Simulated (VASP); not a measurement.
# BiRu (Pm-3m) in VASP: notebook, part 3 of 3

VASP 6.6.1.

**4. Relaxation of cell and atoms, PBE**

This run uses another cell than the first one, of 22.31 Å³/atom, 1.132 times its volume.

Contents of INCAR:

```
  ALGO = Normal
  EDIFF = 1E-7
  EDIFFG = -0.04
  ENCUT = 600
  GGA = PE
  IBRION = 2
  ISIF = 3
  ISMEAR = 0
  LASPH = T
  LCHARG = F
  LREAL = F
  LWAVE = F
  NELM = 60
  NSW = 90
  PREC = Accurate
  SIGMA = 0.1
```

Contents of KPOINTS:

```
k-points
0
Gamma
  6 6 6
```

Contents of POSCAR:

```
BiRu
1.0
    3.5467444400      0.0000000000      0.0000000000
    0.0000000000      3.5467444400      0.0000000000
    0.0000000000      0.0000000000      3.5467444400
Bi Ru
1 1
Direct
    0.0000000000      0.0000000000      0.0000000000
    0.5000000000      0.5000000000      0.5000000000
```

Potentials or basis: VASP PAW PBE potentials, release 64 (Bi_d, Ru_pv).

Launch:

```
cat potpaw_PBE.64/Bi_d/POTCAR potpaw_PBE.64/Ru_pv/POTCAR > POTCAR
mpirun -np 1 vasp_std > vasp.out
```

OUTCAR:

```text
EDIFF = 1E-7
   EDIFFG = -0.04
   ENCUT = 600
   GGA = PE
   IBRION = 2
   ISIF = 3
   ISMEAR = 0
   LASPH = T
   LREAL = F
   NELM = 60
   NSW = 90
   PREC = Accurate

 ion  position               nearest neighbor table
   1  0.000  0.000  0.000-   2 3.07   2 3.07   2 3.07   2 3.07   2 3.07   2 3.07   2 3.07   2 3.07

   2  0.500  0.500  0.500-   1 3.07   1 3.07   1 3.07   1 3.07   1 3.07   1 3.07   1 3.07   1 3.07

  LATTYP: Found a simple cubic cell.
 ALAT       =     3.5467444400

  Lattice vectors:

 A1 = (   3.5467444400,   0.0000000000,   0.0000000000)
 A2 = (   0.0000000000,   3.5467444400,   0.0000000000)
 A3 = (   0.0000000000,   0.0000000000,   3.5467444400)

Analysis of symmetry for initial positions (statically):
=====================================================================
 Subroutine PRICEL returns:
 Original cell was already a primitive cell.

 Routine SETGRP: Setting up the symmetry group for a
 simple cubic supercell.

 Subroutine GETGRP returns: Found 48 space group operations
 (whereof 48 operations were pure point group operations)
 out of a pool of 48 trial point group operations.

The static configuration has the point symmetry O_h .

Analysis of symmetry for dynamics (positions and initial velocities):
=====================================================================
 Subroutine PRICEL returns:
 Original cell was already a primitive cell.

 Routine SETGRP: Setting up the symmetry group for a
 simple cubic supercell.

 Subroutine GETGRP returns: Found 48 space group operations
 (whereof 48 operations were pure point group operations)
 out of a pool of 48 trial point group operations.

The dynamic configuration has the point symmetry O_h .

 Subroutine INISYM returns: Found 48 space group operations
 (whereof 48 operations are pure point group operations),
 and found     1 'primitive' translations

----------------------------------------------------------------------------------------

                                     Primitive cell

  volume of cell :      44.6159

  direct lattice vectors                    reciprocal lattice vectors
     3.546744440  0.000000000  0.000000000     0.281948704  0.000000000  0.000000000
     0.000000000  3.546744440  0.000000000     0.000000000  0.281948704  0.000000000
     0.000000000  0.000000000  3.546744440     0.000000000  0.000000000  0.281948704

  length of vectors
     3.546744440  3.546744440  3.546744440     0.281948704  0.281948704  0.281948704

  position of ions in fractional coordinates (direct lattice)
     0.000000000  0.000000000  0.000000000
     0.500000000  0.500000000  0.500000000

  ion indices of the primitive-cell ions
   primitive index   ion index
                 1           1
                 2           2

----------------------------------------------------------------------------------------

 KPOINTS: k-points

Automatic generation of k-mesh.
 Grid dimensions read from file:
 generate k-points for:    6    6    6

 Generating k-lattice:

  Cartesian coordinates                     Fractional coordinates (reciprocal lattice)
     0.046991451  0.000000000  0.000000000     0.166666667  0.000000000  0.000000000
     0.000000000  0.046991451  0.000000000     0.000000000  0.166666667  0.000000000
     0.000000000  0.000000000  0.046991451     0.000000000  0.000000000  0.166666667

  Length of vectors
     0.046991451  0.046991451  0.046991451

  Shift w.r.t. Gamma in fractional coordinates (k-lattice)
     0.000000000  0.000000000  0.000000000

 Subroutine IBZKPT returns following result:
 ===========================================

 Found     20 irreducible k-points:

 Following reciprocal coordinates:
            Coordinates               Weight
  0.000000  0.000000  0.000000      1.000000
  0.166667  0.000000  0.000000      6.000000
  0.333333  0.000000  0.000000      6.000000
  0.500000  0.000000  0.000000      3.000000
  0.166667  0.166667  0.000000     12.000000
  0.333333  0.166667  0.000000     24.000000
[... 12 lines left out ...]
  0.500000  0.500000  0.333333      6.000000
  0.500000  0.500000  0.500000      1.000000
   k-points           NKPTS =     20   k-points in BZ     NKDIM =     20   number of bands    NBANDS=     18
   number of dos      NEDOS =    301   number of ions     NIONS =      2
   total plane-waves  NPLWV =  21952
   dimension x,y,z NGX =    28 NGY =   28 NGZ =   28
   dimension x,y,z NGXF=    56 NGYF=   56 NGZF=   56
   ions per type =               1   1
   NGX,Y,Z   is equivalent  to a cutoff of  13.12, 13.12, 13.12 a.u.
   NGXF,Y,Z  is equivalent  to a cutoff of  26.25, 26.25, 26.25 a.u.
 SYSTEM =  unknown system
   PREC   = accura    normal or accurate (medium, high low for compatibility)
   ISTART =      0    job   : 0-new  1-cont  2-samecut
   ICHARG =      2    charge: 1-file 2-atom 10-const
   ISPIN  =      1    spin polarized calculation?
   LNONCOLLINEAR =      F non collinear calculations
   LSORBIT =      F    spin-orbit coupling
   LASPH  =      T    aspherical Exc in radial PAW
   ENCUT  =  600.0 eV  44.10 Ry    6.64 a.u.   7.08  7.08  7.08*2*pi/ulx,y,z
   NELM   =     60;   NELMIN=  2; NELMDL= -5     # of ELM steps
   EDIFF  = 0.1E-06   stopping-criterion for ELM
   LREAL  =      F    real-space projection
   EDIFFG = -.4E-01   stopping-criterion for IOM
   NSW    =     90    number of steps for IOM
   IBRION =      2    ionic relax: 0-MD 1-quasi-New 2-CG
   NFREE  =      1    steps in history (QN), initial steepest desc. (CG)
   ISIF   =      3    stress and relaxation
   ISYM   =      2    0-nonsym 1-usesym 2-fastsym
   POTIM  = 0.5000    time-step for ionic-motion
   TEBEG  =    0.0;   TEEND  =   0.0 temperature during run
   PSTRESS=    0.0 pullay stress
   NELECT =      29.0000    total number of electrons
   NUPDOWN=      -1.0000    fix difference up-down
   EMIN   =  10.00;   EMAX   =-10.00  energy-range for DOS
   EFERMI =   0.00;   METHOD = LEGACY
   ISMEAR =     0;   SIGMA  =   0.10  broadening in eV -4-tet -1-fermi 0-gaus
   EFERMI_NEDOS =   21; number of points for ismear=-14 and -15
   IALGO  =     38    algorithm
   IMIX   =      4    mixing-type and parameters
     AMIX     =   0.40;   BMIX     =  1.00
     AMIX_MAG =   1.60;   BMIX_MAG =  1.00
  volume/ion in A,a.u.               =      22.31       150.54
  Fermi-wavevector in a.u.,A,eV,Ry     =   1.418113  2.679846 27.361933  2.011045
  Thomas-Fermi vector in A             =   2.539273
   LORBIT       =      0    0 simple, 1 ext, 2 COOP (PROOUT), +10 PAW based schemes
   GGA     = PE    functional components
   LHFCALC =     F    Hartree Fock is set to
   AEXX    =    0.0000 exact exchange contribution
   IVDW    =     0    specifies the selected vdW correction
   LEPSILON=     F    determine dielectric tensor
   LRPA    =     F    only Hartree local field effects (RPA)
 conjugate gradient relaxation of ions
 non-spin polarized calculation
 Gauss-broadening in eV      SIGMA  =   0.10
  energy-cutoff  :      600.00
  volume of cell :       44.62
 maximum number of plane-waves:      1503
   NGX = 15   NGY = 15   NGZ = 15

--------------------------------------- Ionic step        1  -------------------------------------------

 number of electron      29.0000014 magnetization

 Free energy of the ion-electron system (eV)
  ---------------------------------------------------
  ext. energy  EPLUGINS =         0.00000000
  ---------------------------------------------------
  free energy    TOTEN  =       -11.85240715 eV

  energy without entropy =      -11.83826462  energy(sigma->0) =      -11.84533589

 E-fermi :   9.1382     XC(G=0): -11.5976

 val. band max:        9.0411677457   @ k =   0.3333   0.1667   0.0000
 cond. band min:       9.1385324534   @ k =   0.3333   0.1667   0.1667
 fundamental gap:      0.0973647078
 Fermi energy:         9.1381990675

 k-point     1 :       0.0000    0.0000    0.0000
  band No.  band energies     occupation
      1     -32.9123      2.00000
      2     -32.9123      2.00000
      3     -32.9123      2.00000
      4     -13.6801      2.00000
      5     -13.6801      2.00000
      6     -13.5429      2.00000
[... 10 lines left out ...]
     17      10.2614      0.00000
     18      12.0014      0.00000
[... 502 lines left out ...]
  energy  without entropy=      -12.0586489723  energy(sigma->0) =      -12.06625043

--------------------------------------- Ionic step        4  -------------------------------------------

 number of electron      28.9999999 magnetization

 Free energy of the ion-electron system (eV)
  ---------------------------------------------------
  ext. energy  EPLUGINS =         0.00000000
  ---------------------------------------------------
  free energy    TOTEN  =       -12.07403570 eV

  energy without entropy =      -12.05882921  energy(sigma->0) =      -12.06643246

 E-fermi :  11.0186     XC(G=0): -12.2676

 val. band max:       11.0114715682   @ k =   0.5000   0.5000   0.0000
 cond. band min:      11.0257032614   @ k =   0.5000   0.5000   0.1667
 fundamental gap:      0.0142316932
 Fermi energy:        11.0185981730

 k-point     1 :       0.0000    0.0000    0.0000
  band No.  band energies     occupation
      1     -31.2261      2.00000
      2     -31.2261      2.00000
      3     -31.2261      2.00000
      4     -12.0199      2.00000
      5     -12.0199      2.00000
      6     -11.8106      2.00000
[... 10 lines left out ...]
     17      12.1710      0.00000
     18      14.9437      0.00000
[... 426 lines left out ...]
  FREE ENERGIE OF THE ION-ELECTRON SYSTEM (eV)
  ---------------------------------------------------
  free  energy   TOTEN  =       -12.0740357012 eV

  energy  without entropy=      -12.0588292142  energy(sigma->0) =      -12.06643246

 reached required accuracy - stopping structural energy minimisation
```

Wall time 38 s (1 thread of AMD EPYC 7R13 (Zen 3), shared host); peak memory 0.14 GiB.

Results:

* Free energy: -12.0740 eV
* Relaxed volume: 19.72 Å³/atom
* Relaxed cell: a = 3.404 Å, b = 3.404 Å, c = 3.404 Å, α = 90.00°, β = 90.00°, γ = 90.00°
* Space group after relaxing (to 0.05 Å): Pm-3m (No. 221)
* Energy gained by relaxing: 110.8 meV/atom
* Ionic steps: 4
* Pressure after relaxing: -0.1 GPa

Step by step:
```tsv
step	energy change (eV)	largest force (eV/Å)	pressure (GPa)	volume (Å³)
1	0.0000	0.0000	-12.07	44.62
2	0.0890	0.0000	23.47	34.62
3	-0.2214	0.0000	-0.45	39.55
4	-0.2216	0.0000	-0.08	39.44
```

Final structure:
```
CELL_PARAMETERS angstrom
3.40395 0.00000 0.00000
0.00000 3.40395 0.00000
0.00000 0.00000 3.40395
ATOMIC_POSITIONS crystal
Bi 0.00000 0.00000 0.00000
Ru 0.50000 0.50000 0.50000
```

Levels at points of the mesh, in eV from the Fermi level:
```csv
k point,band 12,band 13,band 14,band 15,band 16,band 17
"(0.00, 0.00, 0.00)",-0.76,-0.76,-0.76,1.15,1.15,1.15
"(0.50, 0.00, 0.00)",-2.51,-2.51,-0.82,0.15,5.93,5.93
"(0.50, 0.50, 0.00)",-2.71,-1.41,-1.41,-0.04,-0.01,2.52
"(0.50, 0.50, 0.50)",-5.24,0.05,0.05,2.77,2.77,3.45
```

Caveat: spin-orbit coupling is left out, which moves the levels of the heavy elements.

**5. Summary**

| task | cell | cutoff (eV) | gap on the mesh (eV) | pressure (GPa) |
| --- | --- | --- | --- | --- |
| single point | a = 3.403 Å, 2 atoms | 520 | none | 0.0 |
| single point | a = 3.547 Å, 2 atoms | 520 | none | -12.1 |
| relaxation of cell and atoms | relaxed from a = 3.547 Å, 2 atoms | 600 | none | -0.1 |

Alike in all rows: level PBE; potentials or basis VASP PAW PBE potentials, release 64 (Bi_d, Ru_pv); no spin polarisation; k mesh 6 × 6 × 6; smearing gaussian 0.1 eV.

Caveats: spin-orbit coupling is left out, which moves the levels of the heavy elements.

Absolute energies hang on the potentials; compare differences alone.
